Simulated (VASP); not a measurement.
# MgB2 (P6/mmm) in VASP: single point with LDA

Aim: the single point of MgB2 with LDA.

Everything below comes from runs of VASP 6.6.1. Logs are shortened: lines on timing, memory, paths and dates and some standing lists are left out, and cuts for length are marked.

## Step 1: The cell of the first run

Symmetry: P6/mmm, No. 191, hexagonal system. Conventional cell: a = 3.011 Å, b = 3.011 Å, c = 3.408 Å, α = 90.00°, β = 90.00°, γ = 120.00°. Mg (site symmetry 6/mmm) has 12 B at 2.43 Å and 6 Mg at 3.01 Å within 3.2 Å. B (site symmetry -6m2) has 3 B at 1.74 Å within 2.3 Å.

## Step 2: Single point, LDA (8.92 Å³/atom)

File INCAR:

```
SYSTEM = MgB2
PREC     = Accurate       ! precision mode
ENCUT    = 840            ! plane-wave cutoff, eV
EDIFF    = 1E-6           ! SCF threshold, eV
ISMEAR   = 0              ! smearing method
SIGMA    = 0.1            ! smearing width, eV
LREAL    = .False.        ! projectors in reciprocal space
LASPH    = .True.         ! aspherical terms in the spheres
NELM     = 120            ! most SCF steps
ALGO     = Normal         ! electronic algorithm
ISIF     = 2              ! what is computed and relaxed
LWAVE    = .False.        ! write WAVECAR
LCHARG   = .False.        ! write CHGCAR
GGA      = CA             ! functional
NBANDS   = 15             ! bands
GGA_COMPAT= .False.
```

File KPOINTS:

```
regular mesh
0
Gamma
  15 15 12
  0 0 0
```

File POSCAR:

```
MgB2
1.0
    3.0110515059      0.0000000000      0.0000000000
   -1.5055257530      2.6076470962      0.0000000000
    0.0000000000      0.0000000000      3.4081737069
Mg B
1 2
Direct
    0.0000000000      0.0000000000      0.0000000000
    0.3333333333      0.6666666667      0.5000000000
    0.6666666667      0.3333333333      0.5000000000
```

Potentials or basis: VASP PAW LDA potentials, release 64 (Mg_sv, B).

Run with:

```bash
> cat potpaw_LDA.64/Mg_sv/POTCAR potpaw_LDA.64/B/POTCAR > POTCAR
> mpirun -np 1 vasp_std > vasp.out
```

OUTCAR:

```text
SYSTEM = MgB2
   PREC = Accurate
   ENCUT = 840
   EDIFF = 1E-6
   ISMEAR = 0
   LREAL = .False.
   LASPH = .True.
   NELM = 120
   ISIF = 2
   GGA = CA

 ion  position               nearest neighbor table
   1  0.000  0.000  0.000-
   2  0.333  0.667  0.500-   3 1.74   3 1.74   3 1.74
   3  0.667  0.333  0.500-   2 1.74   2 1.74   2 1.74

  LATTYP: Found a hexagonal cell.
 ALAT       =     3.0110515059
 C/A-ratio  =     1.1318882125

  Lattice vectors:

 A1 = (   3.0110515059,   0.0000000000,   0.0000000000)
 A2 = (  -1.5055257530,   2.6076470962,   0.0000000000)
 A3 = (   0.0000000000,   0.0000000000,   3.4081737069)

Analysis of symmetry for initial positions (statically):
=====================================================================
 Subroutine PRICEL returns:
 Original cell was already a primitive cell.

 Routine SETGRP: Setting up the symmetry group for a
 hexagonal supercell.

 Subroutine GETGRP returns: Found 24 space group operations
 (whereof 24 operations were pure point group operations)
 out of a pool of 24 trial point group operations.

The static configuration has the point symmetry D_6h.

Analysis of symmetry for dynamics (positions and initial velocities):
=====================================================================
 Subroutine PRICEL returns:
 Original cell was already a primitive cell.

 Routine SETGRP: Setting up the symmetry group for a
 hexagonal supercell.

 Subroutine GETGRP returns: Found 24 space group operations
 (whereof 24 operations were pure point group operations)
 out of a pool of 24 trial point group operations.

The dynamic configuration has the point symmetry D_6h.

 Subroutine INISYM returns: Found 24 space group operations
 (whereof 24 operations are pure point group operations),
 and found     1 'primitive' translations

----------------------------------------------------------------------------------------

                                     Primitive cell

  volume of cell :      26.7602

  direct lattice vectors                    reciprocal lattice vectors
     3.011051506  0.000000000  0.000000000     0.332109895  0.191743737  0.000000000
    -1.505525753  2.607647096  0.000000000     0.000000000  0.383487475  0.000000000
     0.000000000  0.000000000  3.408173707     0.000000000  0.000000000  0.293412275

  length of vectors
     3.011051506  3.011051506  3.408173707     0.383487475  0.383487475  0.293412275

  position of ions in fractional coordinates (direct lattice)
     0.000000000  0.000000000  0.000000000
     0.333333333  0.666666667  0.500000000
     0.666666667  0.333333333  0.500000000

  ion indices of the primitive-cell ions
   primitive index   ion index
[... 91 lines left out ...]
   EFERMI_NEDOS =   21; number of points for ismear=-14 and -15
   IALGO  =     38    algorithm
   IMIX   =      4    mixing-type and parameters
     AMIX     =   0.40;   BMIX     =  1.00
     AMIX_MAG =   1.60;   BMIX_MAG =  1.00
  volume/ion in A,a.u.               =       8.92        60.20
  Fermi-wavevector in a.u.,A,eV,Ry     =   1.379172  2.606258 25.879869  1.902117
  Thomas-Fermi vector in A             =   2.504166
   LORBIT       =      0    0 simple, 1 ext, 2 COOP (PROOUT), +10 PAW based schemes
   GGA     = CA    functional components
   LHFCALC =     F    Hartree Fock is set to
   AEXX    =    0.0000 exact exchange contribution
   IVDW    =     0    specifies the selected vdW correction
   LEPSILON=     F    determine dielectric tensor
   LRPA    =     F    only Hartree local field effects (RPA)
 non-spin polarized calculation
 Gauss-broadening in eV      SIGMA  =   0.10
  energy-cutoff  :      840.00
  volume of cell :       26.76
 maximum number of plane-waves:      1503
   NGX = 15   NGY = 15   NGZ = 17

 number of electron      15.9999983 magnetization

 Free energy of the ion-electron system (eV)
  ---------------------------------------------------
  ext. energy  EPLUGINS =         0.00000000
  ---------------------------------------------------
  free energy    TOTEN  =       -17.13864245 eV

  energy without entropy =      -17.13418039  energy(sigma->0) =      -17.13641142

 E-fermi :   5.5962     XC(G=0): -11.6635

 val. band max:        5.5892062051   @ k =   0.0667   0.0000   0.0833
 cond. band min:       5.5991331419   @ k =   0.4000   0.1333   0.0833
 fundamental gap:      0.0099269368
 Fermi energy:         5.5962158920

 k-point     1 :       0.0000    0.0000    0.0000
  band No.  band energies     occupation
      1     -68.5287      2.00000
      2     -36.0084      2.00000
      3     -36.0084      2.00000
      4     -36.0068      2.00000
      5      -7.1628      2.00000
      6       2.6176      2.00000
      7       5.9640      0.00000
      8       5.9640      0.00000
      9       7.6053      0.00000
     10      12.1373      0.00000
     11      12.1373      0.00000
     12      14.5730      0.00000
     13      16.0890      0.00000
     14      18.9578      0.00000
[... 401 lines left out ...]
      2     -36.0564      2.00000
      3     -36.0332      2.00000
      4     -35.9977      2.00000
      5      -2.5785      2.00000
      6      -2.0304      2.00000
      7       1.0022      2.00000
      8       6.4494      0.00000
      9       8.5115      0.00000
     10      11.7135      0.00000
     11      11.7936      0.00000
     12      14.4209      0.00000
     13      15.7003      0.00000
     14      18.2714      0.00000
     15      20.1500      0.00000

 [... further k-points ...]

------------------------ aborting loop because EDIFF is reached ----------------------------------------

  FORCE on cell =-STRESS in cart. coord.  units (eV):
  Direction    XX          YY          ZZ          XY          YZ          ZX
  --------------------------------------------------------------------------------------
  -------------------------------------------------------------------------------------
  Total        0.8664833      0.8664833      0.8718026     -0.0000000     -0.0000000      0.0000000
  in kB       51.8778593     51.8778593     52.1963358     -0.0000000     -0.0000000      0.0000000
  external PRESSURE =      51.9840181 kB  Pullay stress =       0.0000000 kB

 VOLUME and BASIS-vectors are now :
 -----------------------------------------------------------------------------
  energy-cutoff  :      840.00
  volume of cell :       26.76
      direct lattice vectors                 reciprocal lattice vectors
     3.011051506  0.000000000  0.000000000     0.332109895  0.191743737  0.000000000
    -1.505525753  2.607647096  0.000000000     0.000000000  0.383487475  0.000000000
     0.000000000  0.000000000  3.408173707     0.000000000  0.000000000  0.293412275

 POSITION                                       TOTAL-FORCE (eV/Angst)
 -----------------------------------------------------------------------------------
      0.00000      0.00000      0.00000        -0.000000      0.000000     -0.000000
     -0.00000      1.73843      1.70409         0.000000      0.000000     -0.000000
      1.50553      0.86922      1.70409        -0.000000     -0.000000      0.000000
 -----------------------------------------------------------------------------------
    total drift:                               -0.000000      0.000000      0.000000

  FREE ENERGIE OF THE ION-ELECTRON SYSTEM (eV)
  ---------------------------------------------------
  free  energy   TOTEN  =       -17.1386424495 eV

  energy  without entropy=      -17.1341803903  energy(sigma->0) =      -17.13641142
```

OSZICAR:

```text
N       E                     dE             d eps       ncg     rms          rms(c)
DAV:   1     0.124035331642E+03    0.12404E+03   -0.12334E+04  5670   0.164E+03
DAV:   2    -0.144452948709E+02   -0.13848E+03   -0.13197E+03  6839   0.386E+02
DAV:   3    -0.191177074077E+02   -0.46724E+01   -0.46214E+01  8434   0.658E+01
DAV:   4    -0.191869234296E+02   -0.69216E-01   -0.69206E-01  6188   0.753E+00
DAV:   5    -0.191881485700E+02   -0.12251E-02   -0.12251E-02  7710   0.830E-01    0.712E+00
DAV:   6    -0.174468017655E+02    0.17413E+01   -0.10674E+00  6986   0.825E+00    0.312E+00
DAV:   7    -0.171461284792E+02    0.30067E+00   -0.58412E-01  7406   0.500E+00    0.713E-01
DAV:   8    -0.171432283156E+02    0.29002E-02   -0.68745E-02  6566   0.248E+00    0.386E-01
DAV:   9    -0.171386530589E+02    0.45753E-02   -0.39841E-03  6797   0.561E-01    0.422E-02
DAV:  10    -0.171386367995E+02    0.16259E-04   -0.71991E-04  7560   0.245E-01    0.397E-02
DAV:  11    -0.171386440346E+02   -0.72351E-05   -0.29004E-05  6398   0.537E-02    0.244E-02
DAV:  12    -0.171386424392E+02    0.15954E-05   -0.65227E-06  7035   0.245E-02    0.614E-03
DAV:  13    -0.171386424495E+02   -0.10316E-07   -0.36210E-07  4044   0.697E-03
   1 F= -.17138642E+02 E0= -.17136411E+02  d E =-.446206E-02
```

It took 78 s on 1 thread of Intel Xeon Platinum 8375C at 2.90GHz (Ice Lake), shared host; peak memory 0.25 GiB.

What came out:

* Free energy: -17.1386 eV
* Pressure: 5.2 GPa
* Band gap on the k mesh: zero (bands 8 and 9 overlap by 4.06 eV)

Caveat: the cell stands under pressure.
